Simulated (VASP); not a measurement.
Runs of VASP 6.6.1 on K. The structure is that of space group P4/mmm (No. 123), or close to it. The cells are those of the table. 

```tsv
cell	gap on the mesh (eV)	pressure (GPa)
a = 3.987, b = 4.310, c = 4.310 Å, 1 atom	none	0.1
a = 4.688, b = 4.310, c = 4.310 Å, 1 atom	none	-0.3
a = 3.879, b = 4.310, c = 4.310 Å, 1 atom	none	(a)
a = 4.634, b = 4.310, c = 4.310 Å, 1 atom	none	-0.3
a = 4.741, b = 4.310, c = 4.310 Å, 1 atom	none	-0.3
```

Alike in all rows: task single point; level PBEsol; potentials or basis VASP PAW PBE potentials, release 64 (K_sv); no spin polarisation; k mesh 12 × 12 × 12; cutoff (eV) 520; smearing gaussian 0.15 eV.

Q: Fill in the values left out.

A: (a) 0.2.

Caveats: the PAW data sets were made with another functional, which shifts forces and pressure a little.

A gap of «none» marks levels without a gap at the run's occupations.
